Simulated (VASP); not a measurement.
# TaN (P1) in VASP: single point with PBEsol

Aim: the single point of TaN with PBEsol.

All numbers are computed with VASP 6.6.1; they aren't measurements. Logs are shortened: lines on timing, memory, paths and dates and some standing lists are left out, and cuts for length are marked.

## 1. The cell of the first run

The typed cell holds 4 atoms: a = 2.977 Å, b = 3.222 Å, c = 5.250 Å, α = 74.19°, β = 73.60°, γ = 61.21°.

## 2. Single point, PBEsol

The input, INCAR:

```
PREC = Accurate
ENCUT = 520
EDIFF = 1E-7
ISMEAR = 0
SIGMA = 0.15
LREAL = False
LASPH = True
NELM = 100
ALGO = Normal
ISIF = 2
LWAVE = False
LCHARG = True
GGA = PS
LELF = True
LVHAR = True
NBANDS = 24
```

The input, KPOINTS:

```
Automatic mesh
0
Gamma
  12 12 12
```

The input, POSCAR:

```
TaN
1.0
   -0.0329793076     -2.0953636516     -2.1145402880
   -2.3422000021      0.0643951549     -2.2119147505
    2.1307543017      2.1760413388     -4.2767789556
Ta N
2 2
Direct
    0.7478555075      0.7505305573      0.7477234693
    0.2504714516      0.2480182578      0.2525207286
    0.0084712604     -0.0080314563      0.0015309181
    0.4932017805      0.5094826412      0.4982248840
```

Potentials or basis: VASP PAW PBE potentials, release 64 (Ta_pv, N).

Command:

```
cat potpaw_PBE.64/Ta_pv/POTCAR potpaw_PBE.64/N/POTCAR > POTCAR
mpirun -np 1 vasp_std > vasp.out
```

OUTCAR:

```text
PREC = Accurate
   ENCUT = 520
   EDIFF = 1E-7
   ISMEAR = 0
   LREAL = False
   LASPH = True
   NELM = 100
   ISIF = 2
   GGA = PS

 ion  position               nearest neighbor table
   1  0.748  0.751  0.748-   3 2.12   4 2.12   4 2.14   3 2.17   4 2.30   3 2.31   2 3.02   2 3.06
                             2 3.07   2 3.07   2 3.10   2 3.10
   2  0.250  0.248  0.253-   4 2.14   4 2.15   3 2.15   3 2.15   4 2.25   3 2.27   1 3.02   1 3.06
                             1 3.07   1 3.07   1 3.10   1 3.10
   3  0.008  0.992  0.002-   1 2.12   2 2.15   2 2.15   1 2.17   2 2.27   1 2.31
   4  0.493  0.509  0.498-   1 2.12   1 2.14   2 2.14   2 2.15   2 2.25   1 2.30

  Warning from LATTYP: Got some problem with cell dimensions!
  Tried to take original basis but could not verify dimensions!
  LATTYP: Found a triclinic cell.
 ALAT       =     2.9770651818
 B/A-ratio  =     1.0823432676
 C/A-ratio  =     1.7647423226
 COS(alpha) =     0.0005996615
 COS(beta)  =     0.2844723035
 COS(gamma) =     0.4815627237

  Lattice vectors:

 A1 = (   0.0329793076,   2.0953636516,   2.1145402880)
 A2 = (   2.3422000021,  -0.0643951549,   2.2119147505)
 A3 = (   2.1637336093,   4.2714049904,  -2.1622386676)

Analysis of symmetry for initial positions (statically):
=====================================================================
 Subroutine PRICEL returns:
 Original cell was already a primitive cell.

 Routine SETGRP: Setting up the symmetry group for a
 triclinic supercell.

 Subroutine GETGRP returns: Found  1 space group operations
 (whereof  1 operations were pure point group operations)
 out of a pool of  2 trial point group operations.

The static configuration has the point symmetry C_1 .

Analysis of symmetry for dynamics (positions and initial velocities):
=====================================================================
 Subroutine PRICEL returns:
 Original cell was already a primitive cell.

 Routine SETGRP: Setting up the symmetry group for a
 triclinic supercell.

 Subroutine GETGRP returns: Found  1 space group operations
 (whereof  1 operations were pure point group operations)
 out of a pool of  2 trial point group operations.

The dynamic configuration has the point symmetry C_1 .

 Subroutine INISYM returns: Found  1 space group operations
 (whereof  1 operations are pure point group operations),
 and found     1 'primitive' translations

----------------------------------------------------------------------------------------

                                     Primitive cell

  volume of cell :      41.7827

  direct lattice vectors                    reciprocal lattice vectors
    -0.032979308 -2.095363652 -2.114540288     0.108605183 -0.352541376 -0.125265685
    -2.342200002  0.064395155 -2.211914751    -0.324601936  0.111209061 -0.105137877
     2.130754302  2.176041339 -4.276778956     0.114184478  0.116788356 -0.117510081

  length of vectors
     2.977065182  3.222206457  5.250343611     0.389579260  0.358870234  0.201211914

  position of ions in fractional coordinates (direct lattice)
     0.747855507  0.750530557  0.747723469
     0.250471452  0.248018258  0.252520729
     0.008471260  0.991968544  0.001530918
     0.493201781  0.509482641  0.498224884

  ion indices of the primitive-cell ions
   primitive index   ion index
                 1           1
                 2           2
                 3           3
                 4           4

----------------------------------------------------------------------------------------

 KPOINTS: Automatic mesh

Automatic generation of k-mesh.
 Grid dimensions read from file:
 generate k-points for:   12   12   12

 Generating k-lattice:

  Cartesian coordinates                     Fractional coordinates (reciprocal lattice)
     0.009050432 -0.029378448 -0.010438807     0.083333333 -0.000000000  0.000000000
    -0.027050161  0.009267422 -0.008761490     0.000000000  0.083333333  0.000000000
     0.009515373  0.009732363 -0.009792507     0.000000000  0.000000000  0.083333333

  Length of vectors
     0.032464938  0.029905853  0.016767659

  Shift w.r.t. Gamma in fractional coordinates (k-lattice)
     0.000000000  0.000000000  0.000000000

 Subroutine IBZKPT returns following result:
 ===========================================

 Found    868 irreducible k-points:

 Following reciprocal coordinates:
            Coordinates               Weight
  0.000000  0.000000  0.000000      1.000000
  0.083333  0.000000  0.000000      2.000000
  0.166667 -0.000000  0.000000      2.000000
  0.250000 -0.000000  0.000000      2.000000
  0.333333 -0.000000  0.000000      2.000000
  0.416667 -0.000000  0.000000      2.000000
[... 16 lines left out ...]
  0.250000  0.166667  0.000000      2.000000
  0.333333  0.166667  0.000000      2.000000
 [... further k-points ...]
   k-points           NKPTS =    868   k-points in BZ     NKDIM =    868   number of bands    NBANDS=     24
   number of dos      NEDOS =    301   number of ions     NIONS =      4
   total plane-waves  NPLWV =  23040
   dimension x,y,z NGX =    24 NGY =   24 NGZ =   40
   dimension x,y,z NGXF=    48 NGYF=   48 NGZF=   80
   ions per type =               2   2
   NGX,Y,Z   is equivalent  to a cutoff of  13.40, 12.38, 12.67 a.u.
   NGXF,Y,Z  is equivalent  to a cutoff of  26.80, 24.77, 25.33 a.u.
 SYSTEM =  unknown system
   PREC   = accura    normal or accurate (medium, high low for compatibility)
   ISTART =      0    job   : 0-new  1-cont  2-samecut
   ICHARG =      2    charge: 1-file 2-atom 10-const
   ISPIN  =      1    spin polarized calculation?
   LNONCOLLINEAR =      F non collinear calculations
   LSORBIT =      F    spin-orbit coupling
   LASPH  =      T    aspherical Exc in radial PAW
   ENCUT  =  520.0 eV  38.22 Ry    6.18 a.u.   5.54  5.99  9.76*2*pi/ulx,y,z
   NELM   =    100;   NELMIN=  2; NELMDL= -5     # of ELM steps
   EDIFF  = 0.1E-06   stopping-criterion for ELM
   LREAL  =      F    real-space projection
   EDIFFG = 0.1E-05   stopping-criterion for IOM
   NSW    =      0    number of steps for IOM
   IBRION =     -1    ionic relax: 0-MD 1-quasi-New 2-CG
   NFREE  =      0    steps in history (QN), initial steepest desc. (CG)
   ISIF   =      2    stress and relaxation
   ISYM   =      2    0-nonsym 1-usesym 2-fastsym
   POTIM  = 0.5000    time-step for ionic-motion
   TEBEG  =    0.0;   TEEND  =   0.0 temperature during run
   PSTRESS=    0.0 pullay stress
   NELECT =      32.0000    total number of electrons
   NUPDOWN=      -1.0000    fix difference up-down
   EMIN   =  10.00;   EMAX   =-10.00  energy-range for DOS
   EFERMI =   0.00;   METHOD = LEGACY
   ISMEAR =     0;   SIGMA  =   0.15  broadening in eV -4-tet -1-fermi 0-gaus
   EFERMI_NEDOS =   21; number of points for ismear=-14 and -15
   IALGO  =     38    algorithm
   IMIX   =      4    mixing-type and parameters
     AMIX     =   0.40;   BMIX     =  1.00
     AMIX_MAG =   1.60;   BMIX_MAG =  1.00
  volume/ion in A,a.u.               =      10.45        70.49
  Fermi-wavevector in a.u.,A,eV,Ry     =   1.497819  2.830468 30.524165  2.243463
  Thomas-Fermi vector in A             =   2.609658
   LORBIT       =      0    0 simple, 1 ext, 2 COOP (PROOUT), +10 PAW based schemes
   GGA     = PS    functional components
   LHFCALC =     F    Hartree Fock is set to
   AEXX    =    0.0000 exact exchange contribution
   IVDW    =     0    specifies the selected vdW correction
   LEPSILON=     F    determine dielectric tensor
   LRPA    =     F    only Hartree local field effects (RPA)
 non-spin polarized calculation
 Gauss-broadening in eV      SIGMA  =   0.15
  energy-cutoff  :      520.00
  volume of cell :       41.78
 maximum number of plane-waves:      1150
 NGX is ok and might be reduce to    24
   NGX = 11   NGY = 11   NGZ = 19

 number of electron      32.0000001 magnetization

 Free energy of the ion-electron system (eV)
  ---------------------------------------------------
  ext. energy  EPLUGINS =         0.00000000
  ---------------------------------------------------
  free energy    TOTEN  =       -46.18059161 eV

  energy without entropy =      -46.16158762  energy(sigma->0) =      -46.17108962

 E-fermi :   9.5101     XC(G=0): -13.6793

 val. band max:        9.5080311083   @ k =  -0.0000   0.2500   0.1667
 cond. band min:       9.5122975680   @ k =  -0.0833   0.0833   0.5000
 fundamental gap:      0.0042664597
 Fermi energy:         9.5101468286

 k-point     1 :       0.0000    0.0000    0.0000
  band No.  band energies     occupation
      1     -27.0046      2.00000
      2     -26.2919      2.00000
      3     -26.1728      2.00000
      4     -26.1022      2.00000
      5     -26.0520      2.00000
      6     -26.0101      2.00000
[... 16 lines left out ...]
     23      12.3795      0.00000
     24      13.3008      0.00000

 k-point     2 :       0.0833    0.0000    0.0000
  band No.  band energies     occupation
      1     -26.9782      2.00000
      2     -26.3032      2.00000
      3     -26.1895      2.00000
      4     -26.1497      2.00000
      5     -26.0852      2.00000
      6     -26.0409      2.00000
[... 16 lines left out ...]
     23      12.6898      0.00000
     24      14.3907      0.00000

 k-point     3 :       0.1667   -0.0000    0.0000
  band No.  band energies     occupation
      1     -26.9030      2.00000
      2     -26.3479      2.00000
      3     -26.2755      2.00000
      4     -26.2600      2.00000
      5     -26.1910      2.00000
      6     -26.0717      2.00000
[... 16 lines left out ...]
     23      14.5544      0.00000
     24      15.4287      0.00000
[... 514 lines left out ...]
 k-point    23 :       0.2500    0.1667    0.0000
  band No.  band energies     occupation
      1     -26.8360      2.00000
      2     -26.4843      2.00000
      3     -26.4059      2.00000
      4     -26.3252      2.00000
      5     -26.1796      2.00000
      6     -26.0856      2.00000
[... 16 lines left out ...]
     23      14.9665      0.00000
     24      15.4115      0.00000

 k-point    24 :       0.3333    0.1667    0.0000
  band No.  band energies     occupation
      1     -26.7640      2.00000
      2     -26.6543      2.00000
      3     -26.5424      2.00000
      4     -26.3425      2.00000
      5     -26.2390      2.00000
      6     -26.1219      2.00000
[... 16 lines left out ...]
     23      14.6667      0.00000
     24      15.7949      0.00000

 [... further k-points ...]

------------------------ aborting loop because EDIFF is reached ----------------------------------------

  FORCE on cell =-STRESS in cart. coord.  units (eV):
  Direction    XX          YY          ZZ          XY          YZ          ZX
  --------------------------------------------------------------------------------------
  -------------------------------------------------------------------------------------
  Total       -3.8795884      5.0562475      3.4509754      0.3511622      0.8302949     -0.6921735
  in kB     -148.7647661    193.8843514    132.3293869     13.4654926     31.8380752    -26.5417416
  external PRESSURE =      59.1496574 kB  Pullay stress =       0.0000000 kB

 VOLUME and BASIS-vectors are now :
 -----------------------------------------------------------------------------
  energy-cutoff  :      520.00
  volume of cell :       41.78
      direct lattice vectors                 reciprocal lattice vectors
    -0.032979308 -2.095363652 -2.114540288     0.108605183 -0.352541376 -0.125265685
    -2.342200002  0.064395155 -2.211914751    -0.324601936  0.111209061 -0.105137877
     2.130754302  2.176041339 -4.276778956     0.114184478  0.116788356 -0.117510081

 POSITION                                       TOTAL-FORCE (eV/Angst)
 -----------------------------------------------------------------------------------
     -0.18934      0.10838     -6.43933         0.003802      0.014998     -0.177583
     -0.05111      0.04064     -2.15820        -0.049509     -0.094777      0.052452
     -2.32041      0.04946     -2.21861        -0.214447      0.351730      0.140266
     -0.14798      0.08353     -4.30062         0.260155     -0.271952     -0.015135
 -----------------------------------------------------------------------------------
    total drift:                               -0.000062      0.000001     -0.000066

  FREE ENERGIE OF THE ION-ELECTRON SYSTEM (eV)
  ---------------------------------------------------
  free  energy   TOTEN  =       -46.1805916112 eV

  energy  without entropy=      -46.1615876192  energy(sigma->0) =      -46.17108962
```

Run time: 13 min. Hardware: 1 thread of Intel Xeon Platinum 8259CL at 2.50GHz (Skylake/Cascade Lake), shared host; peak memory 0.76 GiB.

What came out:

```yaml
Free_energy: -46.1806 eV
Pressure: 5.9 GPa
Largest_force: 0.435 eV/Å
Band_gap_on_the_k_mesh: zero (bands 16 and 17 overlap by 2.92 eV)
```

Forces in eV/Å, atoms in the order of the input:
```
Ta   0.004  0.015 -0.178
Ta  -0.050 -0.095  0.052
N   -0.214  0.352  0.140
N    0.260 -0.272 -0.015
```

Stress tensor (GPa, compression positive):
```
-14.88   1.35  -2.65
  1.35  19.39   3.18
 -2.65   3.18  13.23
```

Caveat: the stress differs along the axes, from -15 to 19 GPa; the PAW data sets were made with another functional, which shifts forces and pressure a little; spin-orbit coupling is left out, which moves the levels of the heavy elements.
